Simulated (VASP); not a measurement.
MgSnO4:

```xyz
6
Lattice="4.5117 0.0000 0.0000 0.0000 4.5117 0.0000 0.0000 0.0000 4.2980" Properties=species:S:1:pos:R:3 pbc="T T T"
Mg    2.2559    2.2559    2.1490
Sn    0.0000    0.0000    2.1490
O     0.0000    2.2559    0.8599
O     2.2559    0.0000    3.4381
O     0.0000    2.2559    3.4381
O     2.2559    0.0000    0.8599
```

The cell was generated, and may not be a known phase.

| Item | Value |
| --- | --- |
| Program | VASP 6.6.1 |
| Task | relaxation of cell and atoms |
| Functional | PBE |
| Potentials or basis | VASP PAW PBE potentials, release 64 (Mg, Sn_d, O) |
| Cutoff | 600 eV |
| k mesh | 4 × 4 × 4 |
| Occupations | gaussian, width 0.1 eV |
| Spin | no spin polarisation |

At the start: pressure -16.5 GPa; volume 14.58 Å³/atom.

Q: Where does the relaxation end?

A: Over 20 steps the energy falls by 295.0 meV/atom and the volume is 11.34 Å³/atom (-22.2 %); space group P4/mmm (No. 123, to 0.1 Å) before and after.

The path:
```csv
step,energy change (eV),largest force (eV/Å),pressure (GPa),volume (Å³)
1,0.0000,0.2125,-16.48,87.49
2,-0.8925,1.2215,5.95,69.76
3,-0.9811,0.7712,-1.02,73.16
4,-1.1341,1.2276,-0.85,71.28
5,-1.5822,0.2627,6.28,65.77
6,-1.6613,0.1177,3.61,66.78
7,-1.6998,0.4532,1.86,67.76
8,-1.7005,0.5366,1.61,68.03
9,-1.7433,0.1106,-1.29,69.06
10,-1.7437,0.0739,-1.59,69.15
11,-1.7519,0.0526,-0.70,68.45
12,-1.7578,0.0275,1.80,66.82
13,-1.7587,0.0109,0.66,67.46
14,-1.7591,0.0005,1.00,67.26
15,-1.7623,0.0804,1.26,67.06
16,-1.7623,0.0880,1.29,67.04
17,-1.7651,0.0990,0.70,67.33
18,-1.7674,0.1253,-0.53,67.99
19,-1.7689,0.0702,-0.39,68.02
20,-1.7697,0.0088,-0.18,68.07
```

Final structure:
```xyz
6
Lattice="3.9882 0.0000 0.0000 0.0000 3.9882 0.0000 0.0000 0.0000 4.2795" Properties=species:S:1:pos:R:3 pbc="T T T"
Mg    1.9941    1.9941    2.1398
Sn    0.0000    0.0000    2.1398
O     0.0000    1.9941    1.0679
O     1.9941    3.9882    3.2116
O     0.0000    1.9941    3.2116
O     1.9941    0.0000    1.0679
```

Caveat: the k points lie up to 0.39 Å⁻¹ apart in the final cell, too coarse for converged energies and pressures of a metal; the volume moved by over 15 % at a fixed basis, so the end points are rough.
